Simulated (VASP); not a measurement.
Mo:

```
Mo
1.0
    -1.57642    1.57642    1.57642
     1.57642   -1.57642    1.57642
     1.57642    1.57642   -1.57642
Mo
1
Direct
  0.00000 0.00000 0.00000
```

Program: VASP 6.6.1. Alike in all runs: task single point; level r2SCAN; potentials or basis VASP PAW PBE potentials, release 64 (Mo_sv); no spin polarisation; cell as given; k mesh 14 × 14 × 14; cutoff (eV) 520.

Problem. Order these runs on this cell by their pressure, lowest first.
A. smearing fermi-dirac 1 eV
B. smearing fermi-dirac 0.6 eV
C. smearing methfessel-paxton 0.03 eV

Solution. C (1.3 GPa), B (5.8 GPa), A (18.9 GPa).

Caveats: the PAW data sets were made with another functional, which shifts forces and pressure a little; the cell stands under pressure (at least some runs); so wide a smearing shifts energies and pressures (at least some runs).
